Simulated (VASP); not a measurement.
Set up this calculation in VASP 6.6.1, as the native input.

- Task: single point
- Functional: PBEsol
- Potentials or basis: VASP PAW PBE potentials, release 64 (C, H)
- Cutoff: 520 eV
- k mesh: 2 × 2 × 1
- Occupations: fermi-dirac, width 0.05 eV
- Spin: no spin polarisation
- Dipole correction: no
- Further INCAR settings: LREAL = Auto; ALGO = Normal; EDIFF = 1e-06; NBANDS = 57

The structure of H4C19 lies in POSCAR:

```
H4C19
1.0
    7.3980000000      0.0000000000      0.0000000000
   -3.6990000000      6.4068560000      0.0000000000
    0.0000000000      0.0000000000     12.0000000000
C H
19 4
Direct
   -0.0016657615      0.0125646651      0.0460166667
    0.2194278663      0.1182015016      0.0519166667
   -0.0026322105      0.3414779418      0.0373916667
    0.2213793747      0.4494091954      0.0552083333
   -0.0045249098      0.6765408806      0.0501166667
    0.2233292129      0.7859393125      0.0586416667
    0.3276559652      0.0150307733      0.0605166667
    0.5519479176      0.1121142726      0.0574000000
    0.3273993417      0.3373885725      0.0563666667
    0.5523867151      0.4522186857      0.0650000000
    0.3215409196      0.6710623744      0.0656916667
    0.5466053532      0.7805856726      0.0669416667
    0.6578897842      0.0082099551      0.0496500000
    0.8814253571      0.1167031068      0.0338750000
    0.6542680270      0.3337050185      0.0445583333
    0.8806924613      0.4403251767      0.0352500000
    0.6599653027      0.6746210622      0.0580500000
    0.8816390587      0.7856895800      0.0426666667
    0.5866125813      0.5249688771      0.4132333333
    0.7034019462      0.7006400643      0.4183666667
    0.5678376225      0.4922851395      0.3170333333
    0.6316478744      0.4146339484      0.4439000000
    0.4548621344      0.5033982346      0.4630000000
```

One way to write it, as run:

INCAR

```
SYSTEM = H4C19
PREC = Accurate
ENCUT = 520
EDIFF = 1E-6
ISMEAR = -1
SIGMA = 0.05
LREAL = Auto
LASPH = .TRUE.
NELM = 100
ALGO = Normal
ISIF = 2
LWAVE = .FALSE.
LCHARG = .TRUE.
GGA = PS
LELF = .TRUE.
LVHAR = .TRUE.
NBANDS = 57
```

KPOINTS

```
regular mesh
0
G
  2 2 1
  0 0 0
```

Potentials or basis: VASP PAW PBE potentials, release 64 (C, H).

Run with:

```bash
$ cat potpaw_PBE.64/C/POTCAR potpaw_PBE.64/H/POTCAR > POTCAR
$ mpirun -np 1 vasp_std > vasp.out
```

Results of the run:

The largest force is 4.539 eV/Å and the band gap on the k mesh is 0.32 eV, direct.

Caveat: the k points lie up to 0.49 Å⁻¹ apart; the PAW data sets were made with another functional, which shifts forces and pressure a little.

It took 4.2 min on 1 thread of Intel(R) Xeon(R) Platinum 8259CL CPU @ 2.50GHz (Skylake/Cascade Lake) (shared host), peak memory 0.58 GiB.
